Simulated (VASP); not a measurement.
Input of a VASP 6.6.1 run:

INCAR

```
SYSTEM = Ru
  PREC = Accurate
  ENCUT = 520
  EDIFF = 1E-7
  ISMEAR = -1
  SIGMA = 0.06122561905347299
  LREAL = .FALSE.
  LASPH = .TRUE.
  NELM = 100
  ALGO = Normal
  ISIF = 2
  LWAVE = .FALSE.
  LCHARG = .TRUE.
  GGA = PE
  LELF = .TRUE.
  LVHAR = .TRUE.
  NBANDS = 13
```

The input KPOINTS:

```
regular mesh
0
G
  25 25 25
  0 0 0
```

Contents of POSCAR:

```
Ru
1.0
    0.0000000000      1.8928712005      1.8928712005
    1.8928712005      0.0000000000      1.8928712005
    1.8928712005      1.8928712005      0.0000000000
Ru
1
Direct
    0.0000000000      0.0000000000      0.0000000000
```

Potentials or basis: VASP PAW PBE potentials, release 64 (Ru_pv).

The run is started by

```bash
$ cat potpaw_PBE.64/Ru_pv/POTCAR > POTCAR
$ mpirun -np 1 vasp_std > vasp.out
```

(1) Predict the band gap on the k mesh.

(2) Estimate the pressure.

Answers

(1) zero (band 7 reaches 15.00 eV, above the bottom of band 8 at 11.41 eV).

(2) 6.3 GPa.
